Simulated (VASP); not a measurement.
# AlN (Pm-3m) in VASP: a series of runs

Aim: see how the results for AlN move with the level of theory and the settings. Levels: LDA, PBE, r2SCAN. Tasks: single point.

Program: VASP 6.6.1. These are calculated values, not measurements. Logs are shortened: lines on timing, memory, paths and dates and some standing lists are left out, and cuts for length are marked.

## Step 1: The cell of the first run

It takes space group Pm-3m (No. 221, cubic). Conventional cell: a = 2.585 Å, b = 2.585 Å, c = 2.585 Å, α = 90.00°, β = 90.00°, γ = 90.00°. Within 3.0 Å of Al (site symmetry m-3m) lie 8 N at 2.24 Å and 6 Al at 2.59 Å. Within 3.0 Å of N (site symmetry m-3m) lie 8 Al at 2.24 Å and 6 N at 2.59 Å.

## Step 2: Single point, LDA

Input file INCAR:

```
PREC     = Accurate       # precision mode
ENCUT    = 600            # plane-wave cutoff, eV
EDIFF    = 1E-6           # SCF threshold, eV
ISMEAR   = -1             # smearing method
SIGMA    = 0.02           # smearing width, eV
LREAL    = F              # projectors in reciprocal space
LASPH    = T              # aspherical terms in the spheres
NELM     = 120            # most SCF steps
ALGO     = Normal         # electronic algorithm
ISIF     = 2              # what is computed and relaxed
LWAVE    = F              # write WAVECAR
LCHARG   = F              # write CHGCAR
NBANDS   = 11             # bands
GGA_COMPAT= F
```

Input file KPOINTS:

```
regular mesh
0
Gamma
  4 4 4
```

Input file POSCAR:

```
AlN
1.0
    2.5854596279      0.0000000000      0.0000000000
    0.0000000000      2.5854596279      0.0000000000
    0.0000000000      0.0000000000      2.5854596279
Al N
1 1
Direct
    0.0000000000      0.0000000000      0.0000000000
    0.5000000000      0.5000000000      0.5000000000
```

Potentials or basis: VASP PAW LDA potentials, release 64 (Al, N).

The run is started by

```console
$ cat potpaw_LDA.64/Al/POTCAR potpaw_LDA.64/N/POTCAR > POTCAR
$ mpirun -np 1 vasp_std > vasp.out
```

OUTCAR:

```text
PREC = Accurate
   ENCUT = 600
   EDIFF = 1E-6
   ISMEAR = -1
   LREAL = F
   LASPH = T
   NELM = 120
   ISIF = 2

 ion  position               nearest neighbor table
   1  0.000  0.000  0.000-   2 2.24   2 2.24   2 2.24   2 2.24   2 2.24   2 2.24   2 2.24   2 2.24

   2  0.500  0.500  0.500-   1 2.24   1 2.24   1 2.24   1 2.24   1 2.24   1 2.24   1 2.24   1 2.24

  LATTYP: Found a simple cubic cell.
 ALAT       =     2.5854596279

  Lattice vectors:

 A1 = (   2.5854596279,   0.0000000000,   0.0000000000)
 A2 = (   0.0000000000,   2.5854596279,   0.0000000000)
 A3 = (   0.0000000000,   0.0000000000,   2.5854596279)

Analysis of symmetry for initial positions (statically):
=====================================================================
 Subroutine PRICEL returns:
 Original cell was already a primitive cell.

 Routine SETGRP: Setting up the symmetry group for a
 simple cubic supercell.

 Subroutine GETGRP returns: Found 48 space group operations
 (whereof 48 operations were pure point group operations)
 out of a pool of 48 trial point group operations.

The static configuration has the point symmetry O_h .

Analysis of symmetry for dynamics (positions and initial velocities):
=====================================================================
 Subroutine PRICEL returns:
 Original cell was already a primitive cell.

 Routine SETGRP: Setting up the symmetry group for a
 simple cubic supercell.

 Subroutine GETGRP returns: Found 48 space group operations
 (whereof 48 operations were pure point group operations)
 out of a pool of 48 trial point group operations.

The dynamic configuration has the point symmetry O_h .

 Subroutine INISYM returns: Found 48 space group operations
 (whereof 48 operations are pure point group operations),
 and found     1 'primitive' translations

----------------------------------------------------------------------------------------

                                     Primitive cell

  volume of cell :      17.2828

  direct lattice vectors                    reciprocal lattice vectors
     2.585459628  0.000000000  0.000000000     0.386778424  0.000000000  0.000000000
     0.000000000  2.585459628  0.000000000     0.000000000  0.386778424  0.000000000
     0.000000000  0.000000000  2.585459628     0.000000000  0.000000000  0.386778424

  length of vectors
     2.585459628  2.585459628  2.585459628     0.386778424  0.386778424  0.386778424

  position of ions in fractional coordinates (direct lattice)
[... 70 lines left out ...]
   ISIF   =      2    stress and relaxation
   ISYM   =      2    0-nonsym 1-usesym 2-fastsym
   POTIM  = 0.5000    time-step for ionic-motion
   TEBEG  =    0.0;   TEEND  =   0.0 temperature during run
   PSTRESS=    0.0 pullay stress
   NELECT =       8.0000    total number of electrons
   NUPDOWN=      -1.0000    fix difference up-down
   EMIN   =  10.00;   EMAX   =-10.00  energy-range for DOS
   EFERMI =   0.00;   METHOD = LEGACY
   ISMEAR =    -1;   SIGMA  =   0.02  broadening in eV -4-tet -1-fermi 0-gaus
   EFERMI_NEDOS =   21; number of points for ismear=-14 and -15
   IALGO  =     38    algorithm
   IMIX   =      4    mixing-type and parameters
     AMIX     =   0.40;   BMIX     =  1.00
     AMIX_MAG =   1.60;   BMIX_MAG =  1.00
  volume/ion in A,a.u.               =       8.64        58.31
  Fermi-wavevector in a.u.,A,eV,Ry     =   1.266389  2.393128 21.820216  1.603741
  Thomas-Fermi vector in A             =   2.399592
   LORBIT       =      0    0 simple, 1 ext, 2 COOP (PROOUT), +10 PAW based schemes
   GGA     = CA    functional components
   LHFCALC =     F    Hartree Fock is set to
   AEXX    =    0.0000 exact exchange contribution
   IVDW    =     0    specifies the selected vdW correction
   LEPSILON=     F    determine dielectric tensor
   LRPA    =     F    only Hartree local field effects (RPA)
 non-spin polarized calculation
  energy-cutoff  :      600.00
  volume of cell :       17.28
 maximum number of plane-waves:       592
 NGX is ok and might be reduce to    24
   NGX = 11   NGY = 11   NGZ = 11

 number of electron       8.0000000 magnetization

 Free energy of the ion-electron system (eV)
  ---------------------------------------------------
  ext. energy  EPLUGINS =         0.00000000
  ---------------------------------------------------
  free energy    TOTEN  =       -12.98465151 eV

  energy without entropy =      -12.97915982  energy(sigma->0) =      -12.98190567

 E-fermi :  10.6224     XC(G=0): -12.4991

 val. band max:       10.6217665045   @ k =   0.5000   0.2500   0.0000
 cond. band min:      11.1755593324   @ k =   0.5000   0.5000   0.0000
 fundamental gap:      0.5537928279
 Fermi energy:        10.6223713648

 k-point     1 :       0.0000    0.0000    0.0000
  band No.  band energies     occupation
      1      -7.6326      2.00000
      2       9.1069      2.00000
      3       9.1069      2.00000
      4       9.1069      2.00000
      5      12.0185      0.00000
      6      17.1314      0.00000
      7      17.1314      0.00000
      8      26.6615      0.00000
      9      26.6615      0.00000
     10      26.6615      0.00000
     11      33.9241      0.00000
[... 113 lines left out ...]
 k-point    10 :       0.5000    0.5000    0.5000
  band No.  band energies     occupation
      1      -0.9135      2.00000
      2       5.6520      2.00000
      3       5.6520      2.00000
      4       5.6520      2.00000
      5      12.3424      0.00000
      6      12.3424      0.00000
      7      12.3424      0.00000
      8      18.6226      0.00000
      9      29.3898      0.00000
     10      29.3898      0.00000
     11      29.3898      0.00000

------------------------ aborting loop because EDIFF is reached ----------------------------------------

  FORCE on cell =-STRESS in cart. coord.  units (eV):
  Direction    XX          YY          ZZ          XY          YZ          ZX
  --------------------------------------------------------------------------------------
  -------------------------------------------------------------------------------------
  Total       -0.2678673     -0.2678673     -0.2678673      0.0000000      0.0000000      0.0000000
  in kB      -24.8323069    -24.8323069    -24.8323069      0.0000000      0.0000000      0.0000000
  external PRESSURE =     -24.8323069 kB  Pullay stress =       0.0000000 kB

 VOLUME and BASIS-vectors are now :
 -----------------------------------------------------------------------------
  energy-cutoff  :      600.00
  volume of cell :       17.28
      direct lattice vectors                 reciprocal lattice vectors
     2.585459628  0.000000000  0.000000000     0.386778424  0.000000000  0.000000000
     0.000000000  2.585459628  0.000000000     0.000000000  0.386778424  0.000000000
     0.000000000  0.000000000  2.585459628     0.000000000  0.000000000  0.386778424

 POSITION                                       TOTAL-FORCE (eV/Angst)
 -----------------------------------------------------------------------------------
      0.00000      0.00000      0.00000         0.000000      0.000000      0.000000
      1.29273      1.29273      1.29273         0.000000      0.000000      0.000000
 -----------------------------------------------------------------------------------
    total drift:                                0.000000     -0.000000     -0.000000

  FREE ENERGIE OF THE ION-ELECTRON SYSTEM (eV)
  ---------------------------------------------------
  free  energy   TOTEN  =       -12.9846515123 eV

  energy  without entropy=      -12.9791598196  energy(sigma->0) =      -12.98190567
```

OSZICAR:

```text
N       E                     dE             d eps       ncg     rms          rms(c)
DAV:   1     0.102410474993E+02    0.10241E+02   -0.40276E+03   220   0.686E+02
DAV:   2    -0.140718578921E+02   -0.24313E+02   -0.23141E+02   253   0.130E+02
DAV:   3    -0.147850952180E+02   -0.71324E+00   -0.71153E+00   253   0.186E+01
DAV:   4    -0.147877309135E+02   -0.26357E-02   -0.26355E-02   235   0.127E+00
DAV:   5    -0.147877450640E+02   -0.14150E-04   -0.14150E-04   250   0.922E-02    0.746E+00
DAV:   6    -0.130980706078E+02    0.16897E+01   -0.10988E+01   220   0.150E+01    0.287E+00
DAV:   7    -0.130083241995E+02    0.89746E-01   -0.28624E-01   220   0.354E+00    0.158E+00
DAV:   8    -0.130074147737E+02    0.90943E-03   -0.13789E-01   220   0.261E+00    0.158E+00
DAV:   9    -0.129899577439E+02    0.17457E-01   -0.11590E-01   220   0.175E+00    0.479E-01
DAV:  10    -0.129851051863E+02    0.48526E-02   -0.34616E-02   220   0.883E-01    0.186E-01
DAV:  11    -0.129858434028E+02   -0.73822E-03   -0.90209E-04   229   0.201E-01    0.304E-01
DAV:  12    -0.129846463339E+02    0.11971E-02   -0.30239E-03   220   0.275E-01    0.468E-03
DAV:  13    -0.129846519721E+02   -0.56382E-05   -0.47178E-05   223   0.579E-02    0.103E-02
DAV:  14    -0.129846515123E+02    0.45973E-06   -0.46929E-07   133   0.429E-03
   1 F= -.12984652E+02 E0= -.12981906E+02  d E =-.549169E-02
```

It took 1.5 s on 1 thread of Intel Xeon 6975P-C (Granite Rapids), shared host; peak memory 0.12 GiB.

Results:

| Property | Result |
| --- | --- |
| Free energy | -12.9847 eV |
| Pressure | -2.5 GPa |
| Band gap on the k mesh | zero (band 4 reaches 10.62 eV, above the bottom of band 5 at 10.54 eV) |

Levels at points of the mesh, in eV from the Fermi level:
```
           k point  band 1  band 2  band 3  band 4  band 5  band 6  band 7  band 8
(0.00, 0.00, 0.00)  -18.25   -1.52   -1.52   -1.52    1.40    6.51    6.51   16.04
(0.50, 0.00, 0.00)  -15.54  -10.16   -0.48   -0.48    5.09    7.65   10.28   12.24
(0.50, 0.50, 0.00)  -13.41   -7.27   -7.27   -1.23    0.55    9.82    9.82   12.47
(0.50, 0.50, 0.50)  -11.54   -4.97   -4.97   -4.97    1.72    1.72    1.72    8.00
```

Caveat: the k points lie up to 0.61 Å⁻¹ apart.

## Step 3: Single point, PBE

Input file INCAR:

```
SYSTEM = AlN
PREC = Accurate ; ENCUT = 600
EDIFF = 1E-6 ; ISMEAR = -1
SIGMA = 0.02 ; LREAL = .FALSE.
LASPH = .TRUE. ; NELM = 120
ALGO = Normal ; ISIF = 2
LWAVE = .FALSE. ; LCHARG = .FALSE.
GGA = PE ; NBANDS = 11
GGA_COMPAT = .FALSE.
```

Input file KPOINTS:

```
regular mesh
0
G
  8 8 8
  0 0 0
```

POSCAR is that of step 2.

Potentials or basis: VASP PAW PBE potentials, release 64 (Al, N).

The run is started by

```console
$ cat potpaw_PBE.64/Al/POTCAR potpaw_PBE.64/N/POTCAR > POTCAR
$ mpirun -np 1 vasp_std > vasp.out
```

Wall time 3.3 s (1 thread of Intel Xeon 6975P-C (Granite Rapids), shared host); peak memory 0.14 GiB.

Results (log left out):

```yaml
Free_energy: -11.4190 eV
Pressure: 6.2 GPa
Band_gap_on_the_k_mesh: zero (band 4 reaches 11.34 eV, above the bottom of band 5 at 10.72 eV)
```

Levels at points of the mesh, in eV from the Fermi level:
```csv
k point,band 2,band 3,band 4,band 5,band 6,band 7
"(0.00, 0.00, 0.00)",-1.59,-1.59,-1.59,1.08,6.27,6.27
"(0.50, 0.00, 0.00)",-10.37,-0.53,-0.53,4.80,7.62,10.02
"(0.50, 0.50, 0.00)",-7.43,-7.43,-1.49,0.53,9.74,9.74
"(0.50, 0.50, 0.50)",-5.08,-5.08,-5.08,1.46,1.46,1.46
```

[end of part 1 of 2]
